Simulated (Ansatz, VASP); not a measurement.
# Zr3AlN4: VASP beside Ansatz

```xyz
8
Lattice="4.7548 0.0000 0.0000 0.0000 4.7548 0.0000 0.0000 0.0000 4.7548" Properties=species:S:1:pos:R:3 pbc="T T T"
Zr    2.3774    0.0000    0.0000
Zr    0.0000    0.0000    2.3774
Zr    0.0000    2.3774    0.0000
Al    2.3774    2.3774    2.3774
N     0.0000    2.3774    2.3774
N     2.3774    2.3774    0.0000
N     0.0000    0.0000    0.0000
N     2.3774    0.0000    2.3774
```

Alike in both runs: task single point; functional PBE; k mesh 4 × 4 × 4; occupations gaussian, width 0.1 eV; no spin polarisation.

```csv
,VASP,Ansatz
version,VASP 6.6.1,Ansatz 0.2.0
potentials or method,"VASP PAW PBE potentials, release 64 (Zr_sv, Al, N), cutoff 520 eV","scalar-relativistic, plane waves, PAW"
valence electrons in the cell,59,59
```

```tsv
	VASP	Ansatz	Ansatz less VASP
gap on the k mesh at the Fermi level (eV)	none	none	-
pressure (GPa)	-23.6	-23.8	-0.12
```

A gap of «none» marks a metal or a gap that the smearing closes.
